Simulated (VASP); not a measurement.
# PbS in VASP: notebook

Runs on PbS. Level: PBE. Tasks: single point.

Everything below comes from runs of VASP 6.6.1. Logs are shortened: lines on timing, memory, paths and dates and some standing lists are left out, and cuts for length are marked.

## Step 1: The cell of the first run

The cell holds a slab with vacuum, 4 atoms: a = 4.213 Å, b = 4.213 Å, c = 11.761 Å, α = 93.82°, β = 93.82°, γ = 89.21°.

## Step 2: Single point, PBE (equal xx and yy strain of +2 %)

Input file INCAR:

```
SYSTEM = PbS
  PREC = Accurate
  ENCUT = 520
  EDIFF = 1E-7
  ISMEAR = -1
  SIGMA = 0.01
  LREAL = .FALSE.
  LASPH = .TRUE.
  NELM = 60
  ALGO = Normal
  ISIF = 2
  LWAVE = .FALSE.
  LCHARG = .FALSE.
  GGA = PE
  NBANDS = 28
```

Input file KPOINTS:

```
Automatic mesh
0
G
  7 7 3
  0 0 0
```

Input file POSCAR:

```
PbS
1.0
    2.9993100000     -2.9580000000      0.0000000000
    2.9993100000      2.9580000000      0.0000000000
   -1.1016510000      0.0000000000     11.7092900000
Pb S
2 2
Direct
    0.7756000000      0.7756000000      0.6363800000
    0.2244000000      0.2244000000      0.3636200000
    0.2684000000      0.2684000000      0.5986000000
    0.7316000000      0.7316000000      0.4014000000
```

Potentials or basis: VASP PAW PBE potentials, release 64 (Pb_d, S).

The run is started by

```bash
$ cat potpaw_PBE.64/Pb_d/POTCAR potpaw_PBE.64/S/POTCAR > POTCAR
$ mpirun -np 1 vasp_std > vasp.out
```

OUTCAR:

```text
SYSTEM = PbS
   PREC = Accurate
   ENCUT = 520
   EDIFF = 1E-7
   ISMEAR = -1
   LREAL = .FALSE.
   LASPH = .TRUE.
   NELM = 60
   ISIF = 2
   GGA = PE

 ion  position               nearest neighbor table
   1  0.776  0.776  0.636-   4 2.75   3 2.99   3 2.99   3 3.03   3 3.03
   2  0.224  0.224  0.364-   3 2.75   4 2.99   4 2.99   4 3.03   4 3.03
   3  0.268  0.268  0.599-   2 2.75   1 2.99   1 2.99   1 3.03   1 3.03
   4  0.732  0.732  0.401-   1 2.75   2 2.99   2 2.99   2 3.03   2 3.03

  LATTYP: Found a base centered monoclinic cell.
 ALAT       =     5.9986200000
 B/A-ratio  =     0.9862268322
 C/A-ratio  =     1.9606175111
 COS(beta)  =    -0.0936698457

  Lattice vectors:

 A1 = (   2.9993100000,  -2.9580000000,   0.0000000000)
 A2 = (   2.9993100000,   2.9580000000,   0.0000000000)
 A3 = (  -1.1016510000,   0.0000000000,  11.7092900000)

Analysis of symmetry for initial positions (statically):
=====================================================================
 Subroutine PRICEL returns:
 Original cell was already a primitive cell.

 Routine SETGRP: Setting up the symmetry group for a
 base centered monoclinic supercell.

 Subroutine GETGRP returns: Found  4 space group operations
 (whereof  4 operations were pure point group operations)
 out of a pool of  4 trial point group operations.

The static configuration has the point symmetry C_2h.

Analysis of symmetry for dynamics (positions and initial velocities):
=====================================================================
 Subroutine PRICEL returns:
 Original cell was already a primitive cell.

 Routine SETGRP: Setting up the symmetry group for a
 base centered monoclinic supercell.

 Subroutine GETGRP returns: Found  4 space group operations
 (whereof  4 operations were pure point group operations)
 out of a pool of  4 trial point group operations.

The dynamic configuration has the point symmetry C_2h.

 Subroutine INISYM returns: Found  4 space group operations
 (whereof  4 operations are pure point group operations),
 and found     1 'primitive' translations

----------------------------------------------------------------------------------------

                                     Primitive cell

[... 89 lines left out ...]
   LNONCOLLINEAR =      F non collinear calculations
   LSORBIT =      F    spin-orbit coupling
   LASPH  =      T    aspherical Exc in radial PAW
   ENCUT  =  520.0 eV  38.22 Ry    6.18 a.u.   7.83  7.83 21.87*2*pi/ulx,y,z
   NELM   =     60;   NELMIN=  2; NELMDL= -5     # of ELM steps
   EDIFF  = 0.1E-06   stopping-criterion for ELM
   LREAL  =      F    real-space projection
   EDIFFG = 0.1E-05   stopping-criterion for IOM
   NSW    =      0    number of steps for IOM
   IBRION =     -1    ionic relax: 0-MD 1-quasi-New 2-CG
   NFREE  =      0    steps in history (QN), initial steepest desc. (CG)
   ISIF   =      2    stress and relaxation
   ISYM   =      2    0-nonsym 1-usesym 2-fastsym
   POTIM  = 0.5000    time-step for ionic-motion
   TEBEG  =    0.0;   TEEND  =   0.0 temperature during run
   PSTRESS=    0.0 pullay stress
   NELECT =      40.0000    total number of electrons
   NUPDOWN=      -1.0000    fix difference up-down
   EMIN   =  10.00;   EMAX   =-10.00  energy-range for DOS
   EFERMI =   0.00;   METHOD = LEGACY
   ISMEAR =    -1;   SIGMA  =   0.01  broadening in eV -4-tet -1-fermi 0-gaus
   EFERMI_NEDOS =   21; number of points for ismear=-14 and -15
   IALGO  =     38    algorithm
   IMIX   =      4    mixing-type and parameters
     AMIX     =   0.40;   BMIX     =  1.00
     AMIX_MAG =   1.60;   BMIX_MAG =  1.00
  volume/ion in A,a.u.               =      51.94       350.52
  Fermi-wavevector in a.u.,A,eV,Ry     =   0.945297  1.786352 12.157973  0.893586
  Thomas-Fermi vector in A             =   2.073185
   LORBIT       =      0    0 simple, 1 ext, 2 COOP (PROOUT), +10 PAW based schemes
   GGA     = PE    functional components
   LHFCALC =     F    Hartree Fock is set to
   AEXX    =    0.0000 exact exchange contribution
   IVDW    =     0    specifies the selected vdW correction
   LEPSILON=     F    determine dielectric tensor
   LRPA    =     F    only Hartree local field effects (RPA)
 non-spin polarized calculation
  energy-cutoff  :      520.00
  volume of cell :      207.77
 maximum number of plane-waves:      5615
   NGX = 15   NGY = 15   NGZ = 43

 number of electron      40.0000012 magnetization

 Free energy of the ion-electron system (eV)
  ---------------------------------------------------
  ext. energy  EPLUGINS =         0.00000000
  ---------------------------------------------------
  free energy    TOTEN  =       -17.19423795 eV

  energy without entropy =      -17.19423795  energy(sigma->0) =      -17.19423795

 E-fermi :   0.6464     XC(G=0):  -5.8071

 val. band max:        0.4175029724   @ k =   0.0000   0.0000   0.0000
 cond. band min:       1.8675954235   @ k =   0.0000   0.0000   0.3333
 fundamental gap:      1.4500924511
 Fermi energy:         0.6464153918

 k-point     1 :       0.0000    0.0000    0.0000
  band No.  band energies     occupation
      1     -15.8721      2.00000
      2     -15.8150      2.00000
      3     -15.8073      2.00000
      4     -15.7997      2.00000
      5     -15.7754      2.00000
      6     -15.7697      2.00000
[... 733 lines left out ...]
     27       5.6386      0.00000
     28       6.9446      0.00000

 [... further k-points ...]

------------------------ aborting loop because EDIFF is reached ----------------------------------------

  FORCE on cell =-STRESS in cart. coord.  units (eV):
  Direction    XX          YY          ZZ          XY          YZ          ZX
  --------------------------------------------------------------------------------------
  -------------------------------------------------------------------------------------
  Total       -1.1360551     -0.2333310     -2.0753561      0.0000000      0.0000000     -0.0126214
  in kB       -8.7605205     -1.7992970    -16.0038003      0.0000000      0.0000000     -0.0973279
  external PRESSURE =      -8.8545392 kB  Pullay stress =       0.0000000 kB

 VOLUME and BASIS-vectors are now :
 -----------------------------------------------------------------------------
  energy-cutoff  :      520.00
  volume of cell :      207.77
      direct lattice vectors                 reciprocal lattice vectors
     2.999310000 -2.958000000  0.000000000     0.166705009 -0.169033130  0.015684191
     2.999310000  2.958000000  0.000000000     0.166705009  0.169033130  0.015684191
    -1.101651000  0.000000000 11.709290000     0.000000000  0.000000000  0.085402275

 POSITION                                       TOTAL-FORCE (eV/Angst)
 -----------------------------------------------------------------------------------
      3.95146      0.00000      7.45156        -0.000670      0.000000     -0.602659
      0.94551      0.00000      4.25773         0.000670      0.000000      0.602659
      0.95058      0.00000      7.00918        -0.004842      0.000000     -0.044928
      3.94639      0.00000      4.70011         0.004842      0.000000      0.044928
 -----------------------------------------------------------------------------------
    total drift:                                0.000000      0.000000      0.000000

  FREE ENERGIE OF THE ION-ELECTRON SYSTEM (eV)
  ---------------------------------------------------
  free  energy   TOTEN  =       -17.1942379493 eV

  energy  without entropy=      -17.1942379493  energy(sigma->0) =      -17.19423795
```

OSZICAR:

```text
N       E                     dE             d eps       ncg     rms          rms(c)
DAV:   1     0.398396232630E+03    0.39840E+03   -0.17686E+04  2504   0.128E+03
DAV:   2     0.326153001842E+02   -0.36578E+03   -0.35519E+03  2592   0.343E+02
DAV:   3    -0.162448708044E+02   -0.48860E+02   -0.47941E+02  3304   0.148E+02
[... 11 lines left out ...]
DAV:  15    -0.171942339009E+02   -0.12253E-03   -0.49516E-05  2680   0.387E-02    0.106E-02
DAV:  16    -0.171942370116E+02   -0.31107E-05   -0.84619E-06  3128   0.158E-02    0.830E-03
DAV:  17    -0.171942373121E+02   -0.30059E-06   -0.55953E-07  2656   0.439E-03    0.300E-03
DAV:  18    -0.171942379388E+02   -0.62665E-06   -0.51377E-07  2172   0.353E-03    0.183E-03
DAV:  19    -0.171942379493E+02   -0.10540E-07   -0.36812E-08  2488   0.159E-03
   1 F= -.17194238E+02 E0= -.17194238E+02  d E =-.108688E-11
```

stdout:

```text
POSCAR found type information on POSCAR PbS
 POSCAR found :  2 types and       4 ions
 scaLAPACK will be used
 LDA part: xc-table for (Slater+PW92), standard interpolation
 POSCAR, INCAR and KPOINTS ok, starting setup
 FFT: planning ... GRIDC
 FFT: planning ... GRID_SOFT
 FFT: planning ... GRID
 WAVECAR not read
 entering main loop
```

Run time: 7 min. Hardware: 1 thread of Intel Xeon 8259CL, shared host; peak memory 0.42 GiB.

What came out:

```yaml
Free_energy: -17.1942 eV
Largest_force: 0.603 eV/Å
Band_gap_on_the_k_mesh: 1.45 eV, indirect (the least direct gap lies 0.5 meV higher)
```

Forces in eV/Å, atoms in the order of the input:
```
Pb  -0.001  0.000 -0.603
Pb   0.001  0.000  0.603
S   -0.005  0.000 -0.045
S    0.005  0.000  0.045
```

Caveat: the cell differs from its parent crystal (equal xx and yy strain of +2 %); spin-orbit coupling is left out, which moves the levels of the heavy elements.

## Step 3: Single point, PBE (zz strain of -2 %)

Input file INCAR:

```
SYSTEM = PbS
PREC = Accurate
ENCUT = 520
EDIFF = 1E-6
ISMEAR = -1
SIGMA = 0.01
LREAL = .FALSE.
LASPH = .TRUE.
NELM = 60
ALGO = Normal
ISIF = 2
LWAVE = .FALSE.
LCHARG = .TRUE.
GGA = PE
LELF = .TRUE.
LVHAR = .TRUE.
NBANDS = 28
```

Input file KPOINTS:

```
regular mesh
0
G
  7 7 3
  0 0 0
```

Input file POSCAR:

```
PbS
1.0
    2.9405000000     -2.9000000000      0.0000000000
    2.9405000000      2.9000000000      0.0000000000
   -1.0800500000      0.0000000000     11.4751042000
Pb S
2 2
Direct
    0.7756000000      0.7756000000      0.6363800000
    0.2244000000      0.2244000000      0.3636200000
    0.2684000000      0.2684000000      0.5986000000
    0.7316000000      0.7316000000      0.4014000000
```

Potentials or basis: VASP PAW PBE potentials, release 64 (Pb_d, S).

The run is started by

```bash
$ cat potpaw_PBE.64/Pb_d/POTCAR potpaw_PBE.64/S/POTCAR > POTCAR
$ mpirun -np 1 vasp_std > vasp.out
```

Run time: 8.2 min. Hardware: 1 thread of AMD EPYC 7R13, shared host; peak memory 0.38 GiB.

Results (log left out):

* Free energy: -17.2016 eV
* Largest force: 0.175 eV/Å
* Band gap on the k mesh: 1.36 eV, indirect (the least direct gap lies 0.8 meV higher)

Forces on the atoms (eV/Å):
```
Pb  -0.002  0.000 -0.175
Pb   0.002  0.000  0.175
S   -0.003  0.000  0.112
S    0.003  0.000 -0.112
```

Levels at points of the mesh, in eV from the valence-band top:
| k point | band 18 | band 19 | band 20 | band 21 | band 22 | band 23 |
| --- | --- | --- | --- | --- | --- | --- |
| (0.00, 0.00, 0.00) | -1.42 | -1.31 | 0.00 | 1.49 | 3.07 | 4.93 |

Caveat: the cell differs from its parent crystal (zz strain of -2 %); spin-orbit coupling is left out, which moves the levels of the heavy elements.

## Step 4: Single point, PBE (zz strain of +1 %)

Input file INCAR:

```
SYSTEM = PbS
ALGO = Normal
EDIFF = 1E-6
ENCUT = 520
GGA = PE
ISIF = 2
ISMEAR = -1
LASPH = .True.
LCHARG = .True.
LELF = .True.
LREAL = .False.
LVHAR = .True.
LWAVE = .False.
NBANDS = 28
NELM = 60
PREC = Accurate
SIGMA = 0.01
```

Input file KPOINTS:

```
k-points
0
Gamma
  7 7 3
  0 0 0
```

Changes to POSCAR since step 3:

```diff
@@ -4,3 +4,3 @@
     2.9405000000      2.9000000000      0.0000000000
-   -1.0800500000      0.0000000000     11.4751042000
+   -1.0800500000      0.0000000000     11.8263829000
 Pb S
```

The run is started by

```bash
$ cat potpaw_PBE.64/Pb_d/POTCAR potpaw_PBE.64/S/POTCAR > POTCAR
$ mpirun -np 1 vasp_std > vasp.out
```

It took 7.9 min on 1 thread of AMD EPYC 7R13, shared host; peak memory 0.38 GiB.

It converged, with:

| Property | Result |
| --- | --- |
| Free energy | -17.1663 eV |
| Largest force | 0.507 eV/Å |
| Band gap on the k mesh | 1.23 eV, direct |

Forces in eV/Å, atoms in the order of the input:
```
Pb  -0.002  0.000 -0.507
Pb   0.002  0.000  0.507
S   -0.004  0.000 -0.134
S    0.004  0.000  0.134
```

Levels at points of the mesh, in eV from the valence-band top:
```
           k point  band 18  band 19  band 20  band 21  band 22  band 23
(0.00, 0.00, 0.00)    -1.44    -1.32     0.00     1.33     2.95     5.03
```

Caveat: the cell differs from its parent crystal (zz strain of +1 %); spin-orbit coupling is left out, which moves the levels of the heavy elements.

## Step 5: Single point, PBE (zz strain of +3 %)

Input file INCAR:

```
SYSTEM = PbS
ALGO = Normal ; EDIFF = 1E-7
ENCUT = 520 ; GGA = PE
ISIF = 2 ; ISMEAR = -1
LASPH = .True. ; LCHARG = .False.
LREAL = .False. ; LWAVE = .False.
NBANDS = 28 ; NELM = 80
PREC = Accurate ; SIGMA = 0.01
```

KPOINTS is that of step 4.

Changes to POSCAR since step 4:

```diff
@@ -4,3 +4,3 @@
     2.9405000000      2.9000000000      0.0000000000
-   -1.0800500000      0.0000000000     11.8263829000
+   -1.0800500000      0.0000000000     12.0605687000
 Pb S
```

The run is started by

```bash
$ cat potpaw_PBE.64/Pb_d/POTCAR potpaw_PBE.64/S/POTCAR > POTCAR
$ mpirun -np 1 vasp_std > vasp.out
```

Run time: 9.5 min. Hardware: 1 thread of AMD EPYC 7R13, shared host; peak memory 0.39 GiB.

The run converged. Its results:

- Free energy: -17.1199 eV
- Largest force: 0.664 eV/Å
- Band gap on the k mesh: 1.15 eV, indirect (least direct gap 1.16 eV)

Forces on the atoms (eV/Å):
```
Pb  -0.001  0.000 -0.664
Pb   0.001  0.000  0.664
S   -0.004  0.000 -0.235
S    0.004  0.000  0.235
```

Levels at points of the mesh, in eV from the valence-band top:
```
           k point  band 18  band 19  band 20  band 21  band 22  band 23
(0.00, 0.00, 0.00)    -1.46    -1.34    -0.01     1.23     2.88     5.09
```

Caveat: the cell differs from its parent crystal (zz strain of +3 %); spin-orbit coupling is left out, which moves the levels of the heavy elements.

## Step 6: Overview

```tsv
cell	gap on the mesh (eV)	largest force (eV/Å)
a = 4.213, b = 4.213, c = 11.761 Å, angles 93.8, 93.8, 89.2°, 4 atoms	1.45	0.60
a = 4.130, b = 4.130, c = 11.526 Å, angles 93.8, 93.8, 89.2°, 4 atoms	1.36	0.18
a = 4.130, b = 4.130, c = 11.876 Å, angles 93.7, 93.7, 89.2°, 4 atoms	1.23	0.51
a = 4.130, b = 4.130, c = 12.109 Å, angles 93.6, 93.6, 89.2°, 4 atoms	1.15	0.66
```

Alike in all rows: task single point; level PBE; potentials or basis VASP PAW PBE potentials, release 64 (Pb_d, S); no spin polarisation; k mesh 7 × 7 × 3; cutoff (eV) 520; smearing fermi-dirac 0.01 eV.

Caveats: spin-orbit coupling is left out, which moves the levels of the heavy elements.

Absolute energies hang on the potentials; compare differences alone.
